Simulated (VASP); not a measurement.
Here is a VASP 6.6.1 calculation.

Contents of INCAR:

```
  ALGO = Normal
  EDIFF = 1E-6
  EDIFFG = -0.04
  ENCUT = 600
  GGA = PE
  IBRION = 2
  ISIF = 3
  ISMEAR = 0
  LASPH = True
  LCHARG = False
  LREAL = False
  LWAVE = False
  NELM = 80
  NSW = 90
  PREC = Accurate
  SIGMA = 0.1
```

File KPOINTS:

```
k-points
0
Gamma
  6 6 4
```

Contents of POSCAR:

```
Li2ZnO2
1.0
    3.2486724700      0.0000000000      0.0000000000
   -1.6243362400      2.8134328900      0.0000000000
    0.0000000000      0.0000000000      5.7148955400
Li Zn O
2 1 2
Direct
    0.6666666700      0.3333333300      0.7115232900
    0.3333333300      0.6666666700      0.2884767100
    0.0000000000      0.0000000000      0.0000000000
    0.6666666700      0.3333333300      0.3743899500
    0.3333333300      0.6666666700      0.6256100500
```

Potentials or basis: VASP PAW PBE potentials, release 64 (Li_sv, Zn, O).

Run with:

```bash
$ cat potpaw_PBE.64/Li_sv/POTCAR potpaw_PBE.64/Zn/POTCAR potpaw_PBE.64/O/POTCAR > POTCAR
$ mpirun -np 1 vasp_std > vasp.out
```

(1) Estimate the relaxed volume.

(2) Estimate the space group after relaxing (to 0.05 Å).

Results:

(1) 8.94 Å³/atom.

(2) P-3m1 (No. 164).

Caveat: the cutoff is under 1.25 times the usual one of these potentials, so pressure, stress and relaxed cells hold a basis-set (Pulay) error.
